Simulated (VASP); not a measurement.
Crystal: NiSb (Breithauptite).

```xyz
4
Lattice="3.9280 0.0000 0.0000 -1.9640 3.4017 0.0000 0.0000 0.0000 5.1200" Properties=species:S:1:pos:R:3 pbc="T T T"
Sb    1.9640    1.1339    3.8400
Sb    0.0000    2.2678    1.2800
Ni    0.0000    0.0000    2.5600
Ni    0.0000    0.0000    0.0000
```

Base run:

```yaml
Program: VASP 6.6.1
Functional: PBE
Potentials_or_basis: VASP PAW PBE potentials, release 64 (Sb, Ni)
Cutoff: 520 eV
k_mesh: 8 × 8 × 5
Occupations: fermi-dirac, width 0.05 eV
Spin: collinear spin, ferromagnetic start
Starting_moments: "[0.0, 0.0, 1.0, 1.0] μB"
```

Its results: pressure 3.7 GPa.

The run is repeated on the same cell with these changes: k mesh from 8 × 8 × 5 to 7 × 7 × 5; fixed moment from none to 2 μB. What comes out?

Pressure 7.6 GPa; site moments Sb +0.18; Ni +0.65 μB.

Caveats: the total moment is fixed, so each spin has its own Fermi level (some runs).
